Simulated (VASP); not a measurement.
Input of a VASP 6.6.1 run:

Contents of POSCAR:

```
TaN
1.0
    2.9380000000      0.0000000000      0.0000000000
   -1.4690000000      2.5443826363      0.0000000000
    0.0000000000      0.0000000000      2.8830000000
Ta N
1 1
Direct
    0.0000000000      0.0000000000      0.5000000000
    0.6666666667      0.3333333333      0.0000000000
```

The input INCAR.step1:

```
PREC = Accurate ; ENCUT = 520
ISMEAR = -1 ; SIGMA = 0.05
LREAL = F ; LASPH = T
NELM = 80 ; NBANDS = 15
GGA = PE ; ALGO = Normal
EDIFF = 1E-4 ; LWAVE = T
LCHARG = F
```

INCAR.step2

```
PREC = Accurate ; ENCUT = 520
EDIFF = 1E-6 ; ISMEAR = -1
SIGMA = 0.05 ; LREAL = F
LASPH = T ; NELM = 80
ALGO = Normal ; ISIF = 2
LWAVE = F ; LCHARG = T
METAGGA = R2SCAN ; LMIXTAU = T
LELF = T ; LVHAR = T
NBANDS = 15 ; ISTART = 1
```

The input KPOINTS:

```
regular mesh
0
Gamma
  10 10 9
```

Potentials or basis: VASP PAW PBE potentials, release 64 (Ta_pv, N).

The run is started by

```bash
$ cat potpaw_PBE.64/Ta_pv/POTCAR potpaw_PBE.64/N/POTCAR > POTCAR
$ cp INCAR.step1 INCAR
$ mpirun -np 1 vasp_std > vasp.out
$ cp INCAR.step2 INCAR
$ mpirun -np 1 vasp_std > vasp.out
```

(1) Predict the band gap on the k mesh.

(2) Predict the pressure.

## Answers

(1) zero (band 8 reaches 8.50 eV, above the bottom of band 9 at 8.17 eV).

(2) 1.4 GPa.

Caveat: the PAW data sets were made with another functional, which shifts forces and pressure a little; spin-orbit coupling is left out, which moves the levels of the heavy elements.
